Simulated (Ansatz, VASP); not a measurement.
## Two plane-wave programs on BN

```
B N
1.0
     0.00000    1.80255    1.80255
     1.80255    0.00000    1.80255
     1.80255    1.80255    0.00000
B N
1 1
Direct
  0.00000 0.00000 0.00000
  0.25000 0.25000 0.25000
```

Alike in both runs: functional PBEsol; k mesh 12 × 12 × 12; occupations gaussian, width 0.02 eV; no spin polarisation.

Ansatz relaxed the structure, and its values are those at the end. VASP's run is a single point on that final structure, the one shown.

|  | VASP | Ansatz |
| --- | --- | --- |
| version | VASP 6.6.1 | Ansatz 0.2.0 |
| potentials or method | VASP PAW PBE potentials, release 64 (B, N), cutoff 600 eV | scalar-relativistic, plane waves, PAW |
| valence electrons in the cell | 8 | 8 |

```tsv
	VASP	Ansatz	Ansatz less VASP
gap on the k mesh at the Fermi level (eV)	4.29	4.29	+0.008
least direct gap on the mesh (eV)	8.80	8.80	+0.004
pressure (GPa)	0.5	0.0	-0.52
```

VASP's potentials were made for PBE, not for PBEsol, and Ansatz warns of the same on its side.
